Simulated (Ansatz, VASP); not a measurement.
# SrB3Pt in VASP and in Ansatz

The input INCAR:

```
SYSTEM = SrB3Pt
PREC     = Accurate       ! precision mode
ENCUT    = 600            ! plane-wave cutoff, eV
EDIFF    = 1E-6           ! SCF threshold, eV
ISMEAR   = 0              ! smearing method
SIGMA    = 0.1            ! smearing width, eV
LREAL    = .False.        ! projectors in reciprocal space
LASPH    = .True.         ! aspherical terms in the spheres
NELM     = 100            ! most SCF steps
ALGO     = Normal         ! electronic algorithm
ISIF     = 3              ! what is computed and relaxed
LWAVE    = .False.        ! write WAVECAR
LCHARG   = .False.        ! write CHGCAR
GGA      = PE             ! functional
IBRION   = 2              ! ionic algorithm
NSW      = 100            ! ionic steps
EDIFFG   = -0.01          ! ionic threshold
```

Contents of KPOINTS:

```
regular mesh
0
Gamma
  10 10 10
  0 0 0
```

Contents of POSCAR:

```
SrB3Pt
1.0
    4.2241904118      0.0000000000      0.0000000000
    0.0000000000      4.2241904118      0.0000000000
    0.0000000000      0.0000000000      4.2241904118
Sr B Pt
1 3 1
Direct
    0.0000000000      0.0000000000      0.0000000000
    0.0000000000      0.5000000000      0.5000000000
    0.5000000000      0.0000000000      0.5000000000
    0.5000000000      0.5000000000      0.0000000000
    0.5000000000      0.5000000000      0.5000000000
```

Input for Ansatz:

```yaml
crystal:
  lattice:
    - [4.2241904118, 0.0, 0.0]
    - [0.0, 4.2241904118, 0.0]
    - [0.0, 0.0, 4.2241904118]
  atoms:
    - { symbol: Sr, position: [0.0, 0.0, 0.0] }
    - { symbol: B, position: [0.0, 0.5, 0.5] }
    - { symbol: B, position: [0.5, 0.0, 0.5] }
    - { symbol: B, position: [0.5, 0.5, 0.0] }
    - { symbol: Pt, position: [0.5, 0.5, 0.5] }
basis:
  ecutwfc: 420
kpoints:
  mp_grid: { grid: [10, 10, 10] }
hamiltonian:
  xc: pbe
scf:
  occupations: { method: gaussian, width: 0.1 }
output:
  forces: true
  stress: true
  eigenvalues: true
relax:
  adjacent_minimum: "off"
  f_tol: 0.01
  max_steps: 80
  cell: { stress_tol: 0.05 }
```

Change from the starting cell: species swapped into the KCdF3 type (Pm-3m, No. 221).

Alike in both runs: task relaxation of cell and atoms; functional PBE; k mesh 10 × 10 × 10; occupations gaussian, width 0.1 eV; no spin polarisation.

|  | VASP | Ansatz |
| --- | --- | --- |
| version | VASP 6.6.1 | Ansatz 0.2.0 |
| potentials or method | VASP PAW PBE potentials, release 64 (Sr_sv, B, Pt), cutoff 600 eV | scalar-relativistic, plane waves, PAW |
| valence electrons in the cell | 29 | 37 |

|  | VASP | Ansatz | Ansatz less VASP |
| --- | --- | --- | --- |
| gap on the k mesh at the Fermi level, each at its own relaxed structure (eV) | none | none | - |
| relaxed volume (Å³/atom) | 15.19 | 15.19 | -0.002 |
| relaxed length of the cell vector where the two differ most in proportion (Å) | 4.235 | 4.235 | -0.0002 |

A gap of «none» marks a metal or a gap that the smearing closes. VASP's potentials hold 29 valence electrons a cell and Ansatz's 37, so a difference there can come from the potentials and not from the codes.

Spin-orbit coupling is off throughout.
